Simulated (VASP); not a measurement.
Set up this calculation in VASP 6.6.1, as the native input.

| Property | Result |
| --- | --- |
| Task | single point |
| Functional | PBE |
| Dispersion | D3(BJ) |
| Potentials or basis | VASP PAW PBE potentials, release 64 (Mn_pv, O) |
| Cutoff | 600 eV |
| k mesh | 4 × 4 × 4 |
| Occupations | gaussian, width 0.1 eV |
| Spin | collinear spin, ferromagnetic start |
| Starting moments | [4.42, 0.24] μB |
| Dipole correction | no |
| Further INCAR settings | ALGO = Normal; EDIFF = 1e-06; NBANDS = 20 |

The structure of MnO lies in POSCAR:

```
MnO
1.0
    0.0000000000      2.2239077028      2.2239077028
    2.2239077028      0.0000000000      2.2239077028
    2.2239077028      2.2239077028      0.0000000000
Mn O
1 1
Direct
    0.0000000000      0.0000000000      0.0000000000
    0.5000000000      0.5000000000      0.5000000000
```

One way to write it, as run:

INCAR

```
PREC = Accurate
ENCUT = 600
EDIFF = 1E-6
ISMEAR = 0
SIGMA = 0.1
LREAL = F
LASPH = T
NELM = 200
ALGO = Normal
ISIF = 2
LWAVE = F
LCHARG = T
ISPIN = 2
MAGMOM = 4.42 0.24
LORBIT = 11
LMAXMIX = 4
GGA = PE
IVDW = 12
LELF = T
LVHAR = T
NBANDS = 20
GGA_COMPAT = F
```

KPOINTS

```
regular mesh
0
Gamma
  4 4 4
```

Potentials or basis: VASP PAW PBE potentials, release 64 (Mn_pv, O).

Run with:

```bash
$ cat potpaw_PBE.64/Mn_pv/POTCAR potpaw_PBE.64/O/POTCAR > POTCAR
$ mpirun -np 1 vasp_std > vasp.out
```

It gave:

| Quantity | Value |
| --- | --- |
| Pressure | 270.4 GPa |
| Net moment | 4.72 μB per cell |
| Site moments | Mn +4.29; O +0.19 μB |
| Valence electrons inside the program's atomic spheres | Mn 11.35; O 4.97 |
| Dispersion energy per atom | -0.288 eV |

Caveat: the k points lie up to 0.61 Å⁻¹ apart; a cell with one magnetic atom can't hold antiferromagnetic order, which such compounds often take; pairwise dispersion overbinds metals, which lowers pressure and volume.

Run time: 16 s on 1 thread of Intel(R) Xeon(R) Platinum 8488C (Sapphire Rapids), with other jobs on the host, peak memory 0.18 GiB.
